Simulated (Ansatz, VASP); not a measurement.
**Bi2S in VASP and in Ansatz**

Contents of INCAR:

```
SYSTEM = Bi2S
  ALGO = Normal
  EDIFF = 1E-7
  ENCUT = 520
  GGA = PE
  ISIF = 2
  ISMEAR = 0
  LASPH = .TRUE.
  LCHARG = .FALSE.
  LREAL = .FALSE.
  LWAVE = .FALSE.
  NBANDS = 45
  NELM = 80
  PREC = Accurate
  SIGMA = 0.1
```

File KPOINTS:

```
k-points
0
G
  3 3 4
  0 0 0
```

Contents of POSCAR:

```
Bi2S
1.0
    6.6835234000      0.0000000000      0.0000000000
   -3.3417617000      5.7881010500      0.0000000000
    0.0000000000      0.0000000000      5.4502508000
Bi S
4 2
Direct
    0.5000000000      0.0000000000      0.0000000000
    0.0000000000      0.5000000000      0.0000000000
    0.5000000000      0.5000000000      0.0000000000
    0.0000000000      0.0000000000      0.0000000000
    0.3333333300      0.6666666700      0.5644083000
    0.6666666700      0.3333333300      0.4355917000
```

Input for Ansatz:

```yaml
crystal:
  lattice:
    - [6.6835234, 0.0, 0.0]
    - [-3.3417617, 5.78810105, 0.0]
    - [0.0, 0.0, 5.4502508]
  atoms:
    - { symbol: Bi, position: [0.5, 0.0, 0.0] }
    - { symbol: Bi, position: [0.0, 0.5, 0.0] }
    - { symbol: Bi, position: [0.5, 0.5, 0.0] }
    - { symbol: Bi, position: [0.0, 0.0, 0.0] }
    - { symbol: S, position: [0.33333333, 0.66666667, 0.5644083] }
    - { symbol: S, position: [0.66666667, 0.33333333, 0.4355917] }
basis:
  ecutwfc: 420
kpoints:
  mp_grid: { grid: [3, 3, 4] }
hamiltonian:
  xc: pbe
scf:
  occupations: { method: gaussian, width: 0.1 }
  lower_state_search: "off"
output:
  forces: true
  stress: true
  eigenvalues: true
```

Alike in both runs: task single point; functional PBE; k mesh 3 × 3 × 4; occupations gaussian, width 0.1 eV; no spin polarisation.

|  | VASP | Ansatz |
| --- | --- | --- |
| version | VASP 6.6.1 | Ansatz 0.2.0 |
| potentials or method | VASP PAW PBE potentials, release 64 (Bi_d, S), cutoff 520 eV | scalar-relativistic, plane waves, PAW |
| valence electrons in the cell | 72 | 72 |

```csv
,VASP,Ansatz,Ansatz less VASP
gap on the k mesh at the Fermi level (eV),none,none,-
pressure (GPa),-2.2,-2.1,+0.06
"traceless stress, the component that is largest in VASP (GPa)",-6.47,-6.48,-0.008
rms of the force components (eV/Å),0.348,0.347,-0.0012
```

Atom by atom the forces differ by 0.001 eV/Å (rms over components). A gap of «none» marks a metal or a gap that the smearing closes.

The k mesh is coarse, so the values compare programs but aren't converged. Spin-orbit coupling is off throughout.
